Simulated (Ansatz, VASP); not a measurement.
## Two plane-wave programs on Ni

```
CELL_PARAMETERS angstrom
2.42607 0.00000 0.00000
-1.21303 2.10104 0.00000
0.00000 0.00000 4.03628
ATOMIC_POSITIONS crystal
Ni 0.33333 0.66667 0.25000
Ni 0.66667 0.33333 0.75000
```

Alike in both runs: task single point; functional PBEsol; k mesh 13 × 13 × 7; collinear spin.

```csv
,VASP,Ansatz
version,VASP 6.6.1,Ansatz 0.2.0
potentials or method,"VASP PAW PBE potentials, release 64 (Ni), cutoff 520 eV","plane waves, PAW"
occupations,"fermi-dirac, width 0.1 eV",fermi-dirac
valence electrons in the cell,20,36
```

```csv
,VASP,Ansatz,Ansatz less VASP
net moment per atom (μB),0.61,0.62,+0.010
size of the moment on the site where the two differ most (μB),0.61,0.65,+0.038
```

VASP's potentials were made for PBE, not for PBEsol. Site moments also hang on the region over which each program counts them. VASP's potentials hold 20 valence electrons a cell and Ansatz's 36, so a difference there can come from the potentials and not from the codes.
